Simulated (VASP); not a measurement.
A run of VASP 6.6.1:

File INCAR:

```
SYSTEM = SnSe2
PREC = Accurate ; ENCUT = 500
EDIFF = 1E-6 ; ISMEAR = 0
SIGMA = 0.03 ; LREAL = .FALSE.
LASPH = .TRUE. ; NELM = 120
ALGO = Normal ; ISIF = 2
LWAVE = .FALSE. ; LCHARG = .FALSE.
GGA = PE ; IVDW = 12
NBANDS = 20 ; GGA_COMPAT = .FALSE.
```

KPOINTS

```
Automatic mesh
0
G
  12 12 6
  0 0 0
```

POSCAR

```
SnSe2
1.0
    3.6232508524      0.0000000000      0.0000000000
   -1.8116254262      3.1378272824      0.0000000000
    0.0000000000      0.0000000000      5.6706159148
Sn Se
1 2
Direct
    0.0000000000      0.0000000000      0.0000000000
    0.3333333333      0.6666666667      0.2651331237
    0.6666666667      0.3333333333      0.7348668763
```

Potentials or basis: VASP PAW PBE potentials, release 64 (Sn_d, Se).

Command:

```console
$ cat potpaw_PBE.64/Sn_d/POTCAR potpaw_PBE.64/Se/POTCAR > POTCAR
$ mpirun -np 1 vasp_std > vasp.out
```

Hardware: 1 thread of AMD EPYC 9R45 96-Core Processor (Zen 5), with other jobs on the host.

Estimate the wall time of this run.

Wall time 57 s on 1 thread of AMD EPYC 9R45 96-Core Processor (Zen 5) (shared host), peak memory 0.23 GiB. Counts: scf iterations 13, k points 100.
